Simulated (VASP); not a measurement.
Write the native input for VASP 6.6.1 that does the following.

```yaml
Task: single point
Functional: r2SCAN
Potentials_or_basis: VASP PAW PBE potentials, release 64 (Ta_sv_GW, N)
Cutoff: 770 eV
k_mesh: 10 × 10 × 6
Occupations: fermi-dirac, width 0.05 eV
Spin: no spin polarisation
Dipole_correction: no
Further_INCAR_settings: ALGO = Normal; EDIFF = 1e-06; NBANDS = 26
```

Crystal: TaN.

```
Ta N
1.0
     3.04112    0.00000    0.00000
    -1.52056    2.63369    0.00000
     0.00000    0.00000    6.03658
Ta N
2 2
Cartesian
  0.0000 1.7558 0.1971
  1.5206 0.8779 3.2154
  0.0000 1.7558 2.1270
  1.5206 0.8779 5.1453
```

The input as run:

POSCAR

```
TaN
1.0
    3.0411249316      0.0000000000      0.0000000000
   -1.5205624658      2.6336914469      0.0000000000
    0.0000000000      0.0000000000      6.0365769366
Ta N
2 2
Direct
    0.3333333333      0.6666666667      0.0326517386
    0.6666666667      0.3333333333      0.5326517386
    0.3333333333      0.6666666667      0.3523482614
    0.6666666667      0.3333333333      0.8523482614
```

INCAR.step1

```
SYSTEM = TaN
ALGO = Normal ; EDIFF = 1E-5
ENCUT = 770 ; GGA = PE
GGA_COMPAT = .FALSE. ; ISMEAR = -1
LASPH = .TRUE. ; LCHARG = .FALSE.
LREAL = .FALSE. ; LWAVE = .TRUE.
NBANDS = 26 ; NELM = 120
PREC = Accurate ; SIGMA = 0.05
```

INCAR.step2

```
SYSTEM = TaN
ALGO = Normal ; EDIFF = 1E-6
ENCUT = 770 ; GGA_COMPAT = .FALSE.
ISIF = 2 ; ISMEAR = -1
ISTART = 1 ; LASPH = .TRUE.
LCHARG = .FALSE. ; LMIXTAU = .TRUE.
LREAL = .FALSE. ; LWAVE = .FALSE.
METAGGA = R2SCAN ; NBANDS = 26
NELM = 120 ; PREC = Accurate
SIGMA = 0.05
```

KPOINTS

```
k-points
0
G
  10 10 6
  0 0 0
```

Potentials or basis: VASP PAW PBE potentials, release 64 (Ta_sv_GW, N).

Run with:

```console
$ cat potpaw_PBE.64/Ta_sv_GW/POTCAR potpaw_PBE.64/N/POTCAR > POTCAR
$ cp INCAR.step1 INCAR
$ mpirun -np 1 vasp_std > vasp.out
$ cp INCAR.step2 INCAR
$ mpirun -np 1 vasp_std > vasp.out
```

Results of the run:

```
Pressure               : 20.4 GPa
Largest force          : 0.039 eV/Å
Band gap on the k mesh : zero (bands 18 and 19 overlap by 0.14 eV)
```

Caveat: the cell stands under pressure; the PAW data sets were made with another functional, which shifts forces and pressure a little; spin-orbit coupling is left out, which moves the levels of the heavy elements.

Run time: 4.6 min on 1 thread of Intel(R) Xeon(R) 6975P-C (Granite Rapids), with other jobs on the host, peak memory 0.28 GiB.
